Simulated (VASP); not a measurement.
A run of VASP 6.6.1 is set up as follows.

The input INCAR:

```
SYSTEM = ZnCu2SnS4
PREC = Accurate
ENCUT = 820
EDIFF = 1E-6
ISMEAR = -1
SIGMA = 0.02
LREAL = .FALSE.
LASPH = .TRUE.
NELM = 120
ALGO = Normal
ISIF = 2
LWAVE = .FALSE.
LCHARG = .FALSE.
GGA = PE
NBANDS = 54
GGA_COMPAT = .FALSE.
```

KPOINTS

```
Automatic mesh
0
G
  6 6 6
  0 0 0
```

The input POSCAR:

```
ZnCu2SnS4
1.0
   -2.7021619596      2.7021619596      5.4272154584
    2.7021619596     -2.7021619596      5.4272154584
    2.7021619596      2.7021619596     -5.4272154584
Cu Zn Sn S
2 1 1 4
Direct
    0.7500000000      0.2500000000      0.5000000000
    0.2500000000      0.7500000000      0.5000000000
    0.0000000000      0.0000000000      0.0000000000
    0.5000000000      0.5000000000      0.0000000000
    0.8904178857      0.8904178857      0.5151336511
    0.1095821143      0.6247157654      0.0000000000
    0.6247157654      0.1095821143      0.0000000000
    0.3752842346      0.3752842346      0.4848663489
```

Potentials or basis: VASP PAW PBE potentials, release 64 (Cu_sv_GW, Zn, Sn_d, S).

The run is started by

```bash
$ cat potpaw_PBE.64/Cu_sv_GW/POTCAR potpaw_PBE.64/Zn/POTCAR potpaw_PBE.64/Sn_d/POTCAR potpaw_PBE.64/S/POTCAR > POTCAR
$ mpirun -np 1 vasp_std > vasp.out
```

(1) What does it give for the pressure?

(2) Estimate the largest force.

## Answers

(1) 2.2 GPa.

(2) 0.166 eV/Å.
